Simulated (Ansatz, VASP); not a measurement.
**Two plane-wave programs on CuO**

```
Cu O
1.0
     2.83633    0.00000    0.00000
    -1.41816    2.45633    0.00000
     0.00000    0.00000    2.76811
Cu O
1 1
Direct
  0.00000 0.00000 0.00000
  0.66667 0.33333 0.50000
```

Alike in both runs: task single point; functional LDA; k mesh 8 × 8 × 7; occupations gaussian, width 0.05 eV; collinear spin; Hubbard terms Cu d U = 6.0 eV.

|  | VASP | Ansatz |
| --- | --- | --- |
| version | VASP 6.6.1 | Ansatz 0.2.0 |
| potentials or method | VASP PAW LDA potentials, release 64 (Cu, O), cutoff 600 eV | scalar-relativistic, plane waves, PAW |
| valence electrons in the cell | 17 | 25 |

Ansatz gave:

| Property | Result |
| --- | --- |
| gap on the k mesh at the Fermi level (eV) | none |
| pressure (GPa) | -10.1 |
| traceless stress, the component that is largest in VASP (GPa) | -6.00 |
| net moment per atom (μB) | 0.50 |
| size of the moment on the site where the two differ most (μB) | 0.61 |

Which values does VASP return?

gap on the k mesh at the Fermi level (eV): none; pressure (GPa): -18.0; traceless stress, the component that is largest in VASP (GPa): -8.79; net moment per atom (μB): 0.50; size of the moment on the site where the two differ most (μB): 0.50.

LDA's correlation is that of Perdew and Zunger in VASP and of Perdew and Wang (1992) in Ansatz. Site moments also hang on the region over which each program counts them. The programs project onto different local orbitals, so the same U acts differently, and such runs can settle in different states. A gap of «none» marks a metal or a gap that the smearing closes. VASP's potentials hold 17 valence electrons a cell and Ansatz's 25, so a difference there can come from the potentials and not from the codes. Ansatz's warnings: filled band counts differ across k points.
